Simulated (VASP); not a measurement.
Crystal: Sn.

```
CELL_PARAMETERS angstrom
-2.94828 2.95040 1.58882
2.95040 -2.94828 1.58882
2.94605 2.94605 -1.58493
ATOMIC_POSITIONS crystal
Sn 0.00003 0.99997 0.00000
Sn 0.74997 0.25003 0.50000
```

Base run:

* Program: VASP 6.6.1
* Functional: r2SCAN
* Potentials or basis: VASP PAW PBE potentials, release 64 (Sn_d)
* Cutoff: 520 eV
* k mesh: 11 × 11 × 8
* Occupations: methfessel-paxton, width 0.2 eV
* Spin: no spin polarisation

Its results: band gap on the k mesh zero (bands 14 and 15 overlap by 3.86 eV); pressure 0.0 GPa.

Problem. The run is repeated on the same cell with these changes: occupations from methfessel-paxton, width 0.2 eV to fermi-dirac, width 0.3 eV. What comes out?

Solution. Band gap on the k mesh zero (bands 14 and 15 overlap by 3.86 eV); pressure 0.4 GPa.

Caveats: the PAW data sets were made with another functional, which shifts forces and pressure a little; spin-orbit coupling is left out, which moves the levels of the heavy elements; so wide a smearing shifts energies and pressures (at least some runs).
